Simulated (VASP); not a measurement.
Set up this calculation in VASP 6.6.1, as the native input.

| Item | Value |
| --- | --- |
| Task | single point |
| Functional | LDA |
| Potentials or basis | VASP PAW LDA potentials, release 64 (Be) |
| Cutoff | 520 eV |
| k mesh | 22 × 22 × 22 |
| Occupations | fermi-dirac, width 0.05 eV |
| Spin | no spin polarisation |
| Dipole correction | no |
| Further INCAR settings | ALGO = Normal; EDIFF = 1e-06; NBANDS = 7 |

The structure of Be lies in POSCAR:

```
Be
1.0
    1.7078447102      0.0000000000      0.0000000000
    0.0000000000      1.7078447102      0.0000000000
    0.0000000000      0.0000000000      1.7078447102
Be
1
Direct
    0.0000000000      0.0000000000      0.0000000000
```

One way to write it, as run:

INCAR

```
PREC = Accurate
ENCUT = 520
EDIFF = 1E-6
ISMEAR = -1
SIGMA = 0.05
LREAL = F
LASPH = T
NELM = 80
ALGO = Normal
ISIF = 2
LWAVE = F
LCHARG = F
GGA = CA
NBANDS = 7
```

KPOINTS

```
regular mesh
0
Gamma
  22 22 22
```

Potentials or basis: VASP PAW LDA potentials, release 64 (Be).

Launch:

```sh
$ cat potpaw_LDA.64/Be/POTCAR > POTCAR
$ mpirun -np 1 vasp_std > vasp.out
```

Results of the run:

The pressure is 161.5 GPa and the band gap on the k mesh is zero (band 1 reaches 20.19 eV, above the bottom of band 2 at 11.75 eV).

Run time: 3.1 s on 1 thread of Intel(R) Xeon(R) Platinum 8559C (Emerald Rapids), with other jobs on the host, peak memory 0.11 GiB.
